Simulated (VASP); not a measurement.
Here is a VASP 6.6.1 calculation.

File INCAR:

```
SYSTEM = HfSiO4
PREC = Accurate ; ENCUT = 520
EDIFF = 1E-6 ; ISMEAR = 0
SIGMA = 0.1 ; LREAL = .False.
LASPH = .True. ; NELM = 60
ALGO = Normal ; ISIF = 2
LWAVE = .False. ; LCHARG = .False.
GGA = PE ; NBANDS = 50
```

KPOINTS

```
regular mesh
0
Gamma
  4 4 4
  0 0 0
```

Contents of POSCAR:

```
HfSiO4
1.0
   -3.3218043007      3.3218043007      3.0079198038
    3.3218043007     -3.3218043007      3.0079198038
    3.3218043007      3.3218043007     -3.0079198038
Hf Si O
2 2 8
Direct
    0.7500000000      0.2500000000      0.5000000000
    0.0000000000      0.0000000000      0.0000000000
    0.2500000000      0.7500000000      0.5000000000
    0.5000000000      0.5000000000      0.0000000000
    0.1347412630      0.3190613065      0.8156799565
    0.0690613065      0.7533813500      0.6843200435
    0.5033813500      0.3190613065      0.1843200435
    0.0690613065      0.3847412630      0.3156799565
    0.6152587370      0.9309386935      0.6843200435
    0.6809386935      0.8652587370      0.1843200435
    0.2466186500      0.9309386935      0.3156799565
    0.6809386935      0.4966186500      0.8156799565
```

Potentials or basis: VASP PAW PBE potentials, release 64 (Hf_pv, Si, O).

Command:

```bash
$ cat potpaw_PBE.64/Hf_pv/POTCAR potpaw_PBE.64/Si/POTCAR potpaw_PBE.64/O/POTCAR > POTCAR
$ mpirun -np 1 vasp_std > vasp.out
```

Predict the pressure.

-1.6 GPa.

What does it give for the largest force?

0.179 eV/Å.

Estimate the band gap on the k mesh.

5.27 eV (least direct gap 5.60 eV).

Forces in eV/Å, atoms in the order of the input:
```
Hf   0.000  0.000  0.000
Hf   0.000  0.000  0.000
Si   0.000  0.000  0.000
Si   0.000  0.000  0.000
O    0.000 -0.116 -0.137
O    0.116  0.000 -0.137
O    0.000  0.116 -0.137
O   -0.116  0.000 -0.137
O    0.000  0.116  0.137
O    0.116  0.000  0.137
O    0.000 -0.116  0.137
O   -0.116  0.000  0.137
```

Caveat: spin-orbit coupling is left out, which moves the levels of the heavy elements. A k mesh can miss the band edges.
